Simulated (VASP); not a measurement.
SnO: single point with PBE+D3(BJ)

The system is SnO, a slab with vacuum.

```
Sn O
1.0
     3.82015    0.00030    0.00000
    -0.00031    3.82015    0.00000
     0.00000    0.00000   22.22607
Sn O
4 4
Direct
  0.99995 0.99995 0.20246
  0.49995 0.49995 0.30878
  0.66661 0.49995 0.52025
  0.16661 0.99995 0.62656
  0.99995 0.49995 0.25562
  0.49995 0.99995 0.25562
  0.66661 0.99994 0.57341
  0.16661 0.49994 0.57341
```

This cell differs from its parent crystal: layers slid over each other.

```json
{"Program": "VASP 6.6.1", "Task": "single point", "Functional": "PBE", "Dispersion": "D3(BJ)", "Potentials or basis": "VASP PAW PBE potentials, release 64 (Sn_d, O)", "Cutoff": "520 eV", "k mesh": "7 × 7 × 1", "Occupations": "gaussian, width 0.05 eV", "Spin": "no spin polarisation"}
```

| Quantity | Value |
| --- | --- |
| Largest force | 0.124 eV/Å |
| Band gap on the k mesh | 2.63 eV (least direct gap 2.66 eV) |
| Dispersion energy per atom | -0.150 eV |

Forces in eV/Å, atoms in the order of the input:
```
Sn  -0.001  0.000 -0.088
Sn  -0.006  0.000  0.124
Sn   0.006  0.000 -0.124
Sn   0.001  0.000  0.088
O   -0.007  0.000  0.002
O    0.002  0.000  0.002
O   -0.002  0.000 -0.002
O    0.007  0.000 -0.002
```

Levels at points of the mesh, in eV from the valence-band top:
```
           k point  band 37  band 38  band 39  band 40  band 41  band 42  band 43  band 44
(0.00, 0.00, 0.00)    -1.85    -1.85    -0.41    -0.03     2.63     2.97     2.97     3.65
```

Wall time 5.5 min on 1 thread of Intel(R) Xeon(R) Platinum 8488C (Sapphire Rapids), with other jobs on the host, peak memory 0.44 GiB.

Caveat: the cell differs from its parent crystal (layers slid over each other); spin-orbit coupling is left out, which moves the levels of the heavy elements.
